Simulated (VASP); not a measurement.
Au, 1 atom in the cell. Symmetry: Im-3m, No. 229, cubic system. The conventional cell has a = 3.231 Å, b = 3.231 Å, c = 3.231 Å, α = 90.00°, β = 90.00°, γ = 90.00°. Within 3.7 Å of Au (site symmetry m-3m) lie 14 Au at 2.80 to 3.23 Å. 

- Program: VASP 6.6.1
- Task: single point
- Functional: LDA
- Potentials or basis: VASP PAW LDA potentials, release 64 (Au)
- Cutoff: 520 eV
- k mesh: 17 × 17 × 17
- Occupations: fermi-dirac, width 0.05 eV
- Spin: no spin polarisation
- Dipole correction: no
- Further INCAR settings: ALGO = Normal; EDIFF = 1e-06; NBANDS = 12

Potentials or basis: VASP PAW LDA potentials, release 64 (Au).

The run is started by

```sh
$ cat potpaw_LDA.64/Au/POTCAR > POTCAR
$ mpirun -np 1 vasp_std > vasp.out
```

Hardware: 1 thread of Intel(R) Xeon(R) 6975P-C (Granite Rapids) (shared host).

Task: How long does it take, and how much memory?

Result: It took 9.7 s on 1 thread of Intel(R) Xeon(R) 6975P-C (Granite Rapids), on a shared host, peak memory 0.15 GiB. Counts: scf iterations 10, k points 165.
